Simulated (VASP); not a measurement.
CaO, 2 atoms in the cell. Symmetry: R3m, No. 160, trigonal system. The conventional cell has a = 3.686 Å, b = 3.686 Å, c = 8.940 Å, α = 90.00°, β = 90.00°, γ = 120.00°. Within 3.0 Å of Ca (site symmetry 3m) lie 4 O at 2.25 Å. O (site symmetry 3m) has 4 Ca at 2.25 Å within 3.0 Å.  This cell differs from its parent crystal: strain along [111] -1.0%.

```yaml
Program: VASP 6.6.1
Task: single point
Functional: PBE
Potentials_or_basis: VASP PAW PBE potentials, release 64 (Ca_sv, O)
Cutoff: 520 eV
k_mesh: 8 × 8 × 8
Occupations: fermi-dirac, width 0.02 eV
Spin: no spin polarisation
Dipole_correction: no
Further_INCAR_settings: ALGO = Normal; EDIFF = 1e-06; NBANDS = 15
```

Potentials or basis: VASP PAW PBE potentials, release 64 (Ca_sv, O).

Run with:

```bash
$ cat potpaw_PBE.64/Ca_sv/POTCAR potpaw_PBE.64/O/POTCAR > POTCAR
$ mpirun -np 1 vasp_std > vasp.out
```

Hardware: 1 thread of Intel Xeon 8259CL, with other jobs on the host.

Q: Estimate the wall time of this run.

A: Run time: 54 s on 1 thread of Intel Xeon 8259CL, on a shared host, peak memory 0.18 GiB. Counts: scf iterations 13, k points 65.
